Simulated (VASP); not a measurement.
# In3Se (Pm-3m) in VASP: a series of runs

In3Se is run at these levels: PBE, r2SCAN+rVV10; tasks: single point, relaxation of cell and atoms.

All numbers are computed with VASP 6.6.1; they aren't measurements. Logs are shortened: lines on timing, memory, paths and dates and some standing lists are left out, and cuts for length are marked.

### 1 The cell of the first run

The structure is cubic, space group Pm-3m (No. 221). Conventional cell: a = 4.804 Å, b = 4.804 Å, c = 4.804 Å, α = 90.00°, β = 90.00°, γ = 90.00°. Within 4.5 Å of In (site symmetry 4/mmm) lie 8 In at 3.40 Å and 4 Se at 3.40 Å. Se (site symmetry m-3m) has 12 In at 3.40 Å within 4.5 Å.

### 2 Single point, PBE

INCAR reads:

```
SYSTEM = In3Se
PREC = Accurate
ENCUT = 520
EDIFF = 1E-7
ISMEAR = 1
SIGMA = 0.01
LREAL = .FALSE.
LASPH = .TRUE.
NELM = 80
ALGO = Normal
ISIF = 2
LWAVE = .FALSE.
LCHARG = .TRUE.
GGA = PE
LELF = .TRUE.
LVHAR = .TRUE.
NBANDS = 30
```

KPOINTS reads:

```
Automatic mesh
0
G
  10 10 10
  0 0 0
```

POSCAR reads:

```
In3Se
1.0
    4.8037580000      0.0000000000      0.0000000000
    0.0000000000      4.8037580000      0.0000000000
    0.0000000000      0.0000000000      4.8037580000
In Se
3 1
Direct
    0.0000000000      0.5000000000      0.5000000000
    0.5000000000      0.0000000000      0.5000000000
    0.5000000000      0.5000000000      0.0000000000
    0.0000000000      0.0000000000      0.0000000000
```

Potentials or basis: VASP PAW PBE potentials, release 64 (In_d, Se).

The run is started by

```bash
$ cat potpaw_PBE.64/In_d/POTCAR potpaw_PBE.64/Se/POTCAR > POTCAR
$ mpirun -np 1 vasp_std > vasp.out
```

OUTCAR:

```text
SYSTEM = In3Se
   PREC = Accurate
   ENCUT = 520
   EDIFF = 1E-7
   ISMEAR = 1
   LREAL = .FALSE.
   LASPH = .TRUE.
   NELM = 80
   ISIF = 2
   GGA = PE

 ion  position               nearest neighbor table
   1  0.000  0.500  0.500-   2 3.40   3 3.40   4 3.40   3 3.40   4 3.40   2 3.40   4 3.40   4 3.40
                             2 3.40   3 3.40   3 3.40   2 3.40
   2  0.500  0.000  0.500-   1 3.40   3 3.40   4 3.40   3 3.40   4 3.40   1 3.40   3 3.40   3 3.40
                             1 3.40   4 3.40   4 3.40   1 3.40
   3  0.500  0.500  0.000-   1 3.40   2 3.40   4 3.40   1 3.40   2 3.40   2 3.40   4 3.40   2 3.40
                             1 3.40   4 3.40   1 3.40   4 3.40
   4  0.000  0.000  0.000-   1 3.40   2 3.40   3 3.40   1 3.40   2 3.40   1 3.40   3 3.40   1 3.40
                             2 3.40   3 3.40   2 3.40   3 3.40

  LATTYP: Found a simple cubic cell.
 ALAT       =     4.8037580000

  Lattice vectors:

 A1 = (   4.8037580000,   0.0000000000,   0.0000000000)
 A2 = (   0.0000000000,   4.8037580000,   0.0000000000)
 A3 = (   0.0000000000,   0.0000000000,   4.8037580000)

Analysis of symmetry for initial positions (statically):
=====================================================================
 Subroutine PRICEL returns:
 Original cell was already a primitive cell.

 Routine SETGRP: Setting up the symmetry group for a
 simple cubic supercell.

 Subroutine GETGRP returns: Found 48 space group operations
 (whereof 48 operations were pure point group operations)
 out of a pool of 48 trial point group operations.

The static configuration has the point symmetry O_h .

Analysis of symmetry for dynamics (positions and initial velocities):
=====================================================================
 Subroutine PRICEL returns:
 Original cell was already a primitive cell.

 Routine SETGRP: Setting up the symmetry group for a
 simple cubic supercell.

 Subroutine GETGRP returns: Found 48 space group operations
 (whereof 48 operations were pure point group operations)
 out of a pool of 48 trial point group operations.

The dynamic configuration has the point symmetry O_h .

 Subroutine INISYM returns: Found 48 space group operations
 (whereof 48 operations are pure point group operations),
 and found     1 'primitive' translations

----------------------------------------------------------------------------------------

                                     Primitive cell

  volume of cell :     110.8520

  direct lattice vectors                    reciprocal lattice vectors
     4.803758000  0.000000000  0.000000000     0.208170353  0.000000000  0.000000000
     0.000000000  4.803758000  0.000000000     0.000000000  0.208170353  0.000000000
     0.000000000  0.000000000  4.803758000     0.000000000  0.000000000  0.208170353

  length of vectors
     4.803758000  4.803758000  4.803758000     0.208170353  0.208170353  0.208170353

  position of ions in fractional coordinates (direct lattice)
     0.000000000  0.500000000  0.500000000
     0.500000000  0.000000000  0.500000000
     0.500000000  0.500000000  0.000000000
     0.000000000  0.000000000  0.000000000

  ion indices of the primitive-cell ions
   primitive index   ion index
                 1           1
                 2           2
                 3           3
                 4           4

----------------------------------------------------------------------------------------

 KPOINTS: Automatic mesh

Automatic generation of k-mesh.
 Grid dimensions read from file:
 generate k-points for:   10   10   10

 Generating k-lattice:

  Cartesian coordinates                     Fractional coordinates (reciprocal lattice)
     0.020817035  0.000000000  0.000000000     0.100000000  0.000000000  0.000000000
     0.000000000  0.020817035  0.000000000     0.000000000  0.100000000  0.000000000
     0.000000000  0.000000000  0.020817035     0.000000000  0.000000000  0.100000000

  Length of vectors
     0.020817035  0.020817035  0.020817035

  Shift w.r.t. Gamma in fractional coordinates (k-lattice)
     0.000000000  0.000000000  0.000000000

 Subroutine IBZKPT returns following result:
 ===========================================

 Found     56 irreducible k-points:

 Following reciprocal coordinates:
            Coordinates               Weight
  0.000000  0.000000  0.000000      1.000000
  0.100000  0.000000  0.000000      6.000000
  0.200000  0.000000  0.000000      6.000000
  0.300000  0.000000  0.000000      6.000000
  0.400000  0.000000  0.000000      6.000000
  0.500000  0.000000  0.000000      3.000000
[... 16 lines left out ...]
  0.200000  0.100000  0.100000     24.000000
  0.300000  0.100000  0.100000     24.000000
 [... further k-points ...]
   k-points           NKPTS =     56   k-points in BZ     NKDIM =     56   number of bands    NBANDS=     30
   number of dos      NEDOS =    301   number of ions     NIONS =      4
   total plane-waves  NPLWV =  46656
   dimension x,y,z NGX =    36 NGY =   36 NGZ =   36
   dimension x,y,z NGXF=    72 NGYF=   72 NGZF=   72
   ions per type =               3   1
   NGX,Y,Z   is equivalent  to a cutoff of  12.46, 12.46, 12.46 a.u.
   NGXF,Y,Z  is equivalent  to a cutoff of  24.92, 24.92, 24.92 a.u.
 SYSTEM =  In3Se
   PREC   = accura    normal or accurate (medium, high low for compatibility)
   ISTART =      0    job   : 0-new  1-cont  2-samecut
   ICHARG =      2    charge: 1-file 2-atom 10-const
   ISPIN  =      1    spin polarized calculation?
   LNONCOLLINEAR =      F non collinear calculations
   LSORBIT =      F    spin-orbit coupling
   LASPH  =      T    aspherical Exc in radial PAW
   ENCUT  =  520.0 eV  38.22 Ry    6.18 a.u.   8.93  8.93  8.93*2*pi/ulx,y,z
   NELM   =     80;   NELMIN=  2; NELMDL= -5     # of ELM steps
   EDIFF  = 0.1E-06   stopping-criterion for ELM
   LREAL  =      F    real-space projection
   EDIFFG = 0.1E-05   stopping-criterion for IOM
   NSW    =      0    number of steps for IOM
   IBRION =     -1    ionic relax: 0-MD 1-quasi-New 2-CG
   NFREE  =      0    steps in history (QN), initial steepest desc. (CG)
   ISIF   =      2    stress and relaxation
   ISYM   =      2    0-nonsym 1-usesym 2-fastsym
   POTIM  = 0.5000    time-step for ionic-motion
   TEBEG  =    0.0;   TEEND  =   0.0 temperature during run
   PSTRESS=    0.0 pullay stress
   NELECT =      45.0000    total number of electrons
   NUPDOWN=      -1.0000    fix difference up-down
   EMIN   =  10.00;   EMAX   =-10.00  energy-range for DOS
   EFERMI =   0.00;   METHOD = LEGACY
   ISMEAR =     1;   SIGMA  =   0.01  broadening in eV -4-tet -1-fermi 0-gaus
   EFERMI_NEDOS =   21; number of points for ismear=-14 and -15
   IALGO  =     38    algorithm
   IMIX   =      4    mixing-type and parameters
     AMIX     =   0.40;   BMIX     =  1.00
     AMIX_MAG =   1.60;   BMIX_MAG =  1.00
  volume/ion in A,a.u.               =      27.71       187.02
  Fermi-wavevector in a.u.,A,eV,Ry     =   1.212173  2.290675 19.991897  1.469363
  Thomas-Fermi vector in A             =   2.347665
   LORBIT       =      0    0 simple, 1 ext, 2 COOP (PROOUT), +10 PAW based schemes
   GGA     = PE    functional components
   LHFCALC =     F    Hartree Fock is set to
   AEXX    =    0.0000 exact exchange contribution
   IVDW    =     0    specifies the selected vdW correction
   LEPSILON=     F    determine dielectric tensor
   LRPA    =     F    only Hartree local field effects (RPA)
 non-spin polarized calculation
 Methfessel and Paxton  Order N= 1 SIGMA  =   0.01
  energy-cutoff  :      520.00
  volume of cell :      110.85
 maximum number of plane-waves:      3016
 NGX is ok and might be reduce to    36
   NGX = 17   NGY = 17   NGZ = 17

 number of electron      45.0000024 magnetization

 Free energy of the ion-electron system (eV)
  ---------------------------------------------------
  ext. energy  EPLUGINS =         0.00000000
  ---------------------------------------------------
  free energy    TOTEN  =       -11.67754592 eV

  energy without entropy =      -11.67742117  energy(sigma->0) =      -11.67750434

 E-fermi :   5.9279     XC(G=0):  -9.7407

 val. band max:        5.9144094783   @ k =   0.5000   0.4000   0.1000
 cond. band min:       5.9289007114   @ k =   0.4000   0.2000   0.2000
 fundamental gap:      0.0144912331
 Fermi energy:         5.9279327871

 k-point     1 :       0.0000    0.0000    0.0000
  band No.  band energies     occupation
      1      -8.8414      2.00000
      2      -8.8379      2.00000
      3      -8.8379      2.00000
      4      -8.8379      2.00000
      5      -8.7174      2.00000
      6      -8.7174      2.00000
[... 22 lines left out ...]
     29      11.2223      0.00000
     30      12.8257      0.00000

 k-point     2 :       0.1000    0.0000    0.0000
  band No.  band energies     occupation
      1      -8.8363      2.00000
      2      -8.8330      2.00000
      3      -8.8290      2.00000
      4      -8.8290      2.00000
      5      -8.7163      2.00000
      6      -8.7116      2.00000
[... 22 lines left out ...]
     29      11.4949      0.00000
     30      12.8838      0.00000

 k-point     3 :       0.2000    0.0000    0.0000
  band No.  band energies     occupation
      1      -8.8322      2.00000
      2      -8.8094      2.00000
      3      -8.8031      2.00000
      4      -8.8031      2.00000
      5      -8.7134      2.00000
      6      -8.6952      2.00000
[... 22 lines left out ...]
     29      12.1271      0.00000
     30      12.8573      0.00000

 k-point     4 :       0.3000    0.0000    0.0000
  band No.  band energies     occupation
      1      -8.8268      2.00000
      2      -8.7751      2.00000
      3      -8.7624      2.00000
      4      -8.7624      2.00000
      5      -8.7090      2.00000
      6      -8.6712      2.00000
[... 616 lines left out ...]
     29      11.8056      0.00000
     30      12.4642      0.00000

 k-point    23 :       0.2000    0.1000    0.1000
  band No.  band energies     occupation
      1      -8.8214      2.00000
      2      -8.8036      2.00000
      3      -8.7949      2.00000
      4      -8.7839      2.00000
      5      -8.7034      2.00000
      6      -8.6890      2.00000
[... 22 lines left out ...]
     29      11.5572      0.00000
     30      12.3331      0.00000

 k-point    24 :       0.3000    0.1000    0.1000
  band No.  band energies     occupation
      1      -8.8135      2.00000
      2      -8.7767      2.00000
      3      -8.7600      2.00000
      4      -8.7444      2.00000
      5      -8.6991      2.00000
      6      -8.6635      2.00000
[... 22 lines left out ...]
     29      10.7625      0.00000
     30      12.7171      0.00000

 [... further k-points ...]
[... 5 lines left out ...]
  --------------------------------------------------------------------------------------
  -------------------------------------------------------------------------------------
  Total       -0.2429997     -0.2429997     -0.2429997      0.0000000     -0.0000000      0.0000000
  in kB       -3.5121496     -3.5121496     -3.5121496      0.0000000     -0.0000000      0.0000000
  external PRESSURE =      -3.5121496 kB  Pullay stress =       0.0000000 kB

 VOLUME and BASIS-vectors are now :
 -----------------------------------------------------------------------------
  energy-cutoff  :      520.00
  volume of cell :      110.85
      direct lattice vectors                 reciprocal lattice vectors
     4.803758000  0.000000000  0.000000000     0.208170353  0.000000000  0.000000000
     0.000000000  4.803758000  0.000000000     0.000000000  0.208170353  0.000000000
     0.000000000  0.000000000  4.803758000     0.000000000  0.000000000  0.208170353

 POSITION                                       TOTAL-FORCE (eV/Angst)
 -----------------------------------------------------------------------------------
      0.00000      2.40188      2.40188         0.000000      0.000000      0.000000
      2.40188      0.00000      2.40188         0.000000      0.000000      0.000000
      2.40188      2.40188      0.00000         0.000000      0.000000      0.000000
      0.00000      0.00000      0.00000         0.000000      0.000000      0.000000
 -----------------------------------------------------------------------------------
    total drift:                                0.000000      0.000000      0.000000

  FREE ENERGIE OF THE ION-ELECTRON SYSTEM (eV)
  ---------------------------------------------------
  free  energy   TOTEN  =       -11.6775459234 eV

  energy  without entropy=      -11.6774211687  energy(sigma->0) =      -11.67750434
```

Run time: 75 s. Hardware: 1 thread of AMD EPYC 9R45 (Zen 5), shared host; peak memory 0.27 GiB.

Results:

```
Free energy            : -11.6775 eV
Pressure               : -0.4 GPa
Band gap on the k mesh : zero (an odd number of electrons rules out a gap without spin polarisation)
```

Caveat: spin-orbit coupling is left out, which moves the levels of the heavy elements.

### 3 Relaxation of cell and atoms, r2SCAN+rVV10

POSCAR is that of step 2.

INCAR.step1 reads:

```
  ALGO = Normal
  EDIFF = 1E-4
  ENCUT = 600
  GGA = PE
  ISMEAR = 0
  LASPH = True
  LCHARG = False
  LREAL = False
  LWAVE = True
  NELM = 80
  PREC = Accurate
  SIGMA = 0.1
```

INCAR.step2 reads:

```
  ALGO = Normal
  BPARAM = 11.95
  CPARAM = 0.0093
  EDIFF = 1E-6
  EDIFFG = -0.01
  ENCUT = 600
  IBRION = 2
  ISIF = 3
  ISMEAR = 0
  ISTART = 1
  IVDW_NL = 2
  LASPH = True
  LCHARG = False
  LMIXTAU = True
  LREAL = False
  LUSE_VDW = True
  LWAVE = False
  METAGGA = R2SCAN
  NELM = 80
  NSW = 80
  PREC = Accurate
  SIGMA = 0.1
```

KPOINTS reads:

```
k-points
0
Gamma
  10 10 10
```

Potentials or basis: VASP PAW PBE potentials, release 64 (In_d, Se).

The run is started by

```bash
$ cat potpaw_PBE.64/In_d/POTCAR potpaw_PBE.64/Se/POTCAR > POTCAR
$ cp INCAR.step1 INCAR
$ mpirun -np 1 vasp_std > vasp.out
$ cp INCAR.step2 INCAR
$ mpirun -np 1 vasp_std > vasp.out
```

It took 47 min on 1 thread of Oxide Virtual Turin-like, shared host; peak memory 0.59 GiB.

The run converged. Its results:

```
Free energy                           : -81.3027 eV
Relaxed volume                        : 26.16 Å³/atom
Relaxed cell                          : a = 4.712 Å, b = 4.712 Å, c = 4.712 Å, α = 90.00°, β = 90.00°, γ = 90.00°
Space group after relaxing (to 0.1 Å) : Pm-3m (No. 221)
Energy gained by relaxing             : 10.6 meV/atom
Ionic steps                           : 3
Pressure after relaxing               : 0.0 GPa
Band gap on the k mesh                : zero (an odd number of electrons rules out a gap without spin polarisation)
```

Step by step:
```tsv
step	energy change (eV)	largest force (eV/Å)	pressure (GPa)	volume (Å³)
1	0.0000	0.0000	-2.07	110.85
2	-0.0419	0.0000	-0.23	105.22
3	-0.0423	0.0000	0.00	104.63
```

Final structure:
```
In Se
1.0
     4.71212    0.00000    0.00000
     0.00000    4.71212    0.00000
     0.00000    0.00000    4.71212
In Se
3 1
Cartesian
  0.0000 2.3561 2.3561
  2.3561 0.0000 2.3561
  2.3561 2.3561 0.0000
  0.0000 0.0000 0.0000
```

Levels at points of the mesh, in eV from the Fermi level:
| k point | band 19 | band 20 | band 21 | band 22 | band 23 | band 24 | band 25 | band 26 |
| --- | --- | --- | --- | --- | --- | --- | --- | --- |
| (0.00, 0.00, 0.00) | -3.72 | -3.72 | -2.07 | -2.07 | 1.15 | 1.15 | 1.15 | 4.59 |
| (0.50, 0.00, 0.00) | -2.83 | -2.83 | -1.41 | -1.24 | -0.19 | -0.19 | 1.53 | 4.14 |
| (0.50, 0.50, 0.00) | -6.14 | -2.29 | -0.80 | -0.69 | -0.69 | 1.65 | 1.90 | 1.90 |
| (0.50, 0.50, 0.50) | -4.66 | -4.49 | -4.49 | -4.49 | -3.65 | 3.35 | 3.35 | 3.35 |

Caveat: the PAW data sets were made with another functional, which shifts forces and pressure a little; spin-orbit coupling is left out, which moves the levels of the heavy elements.
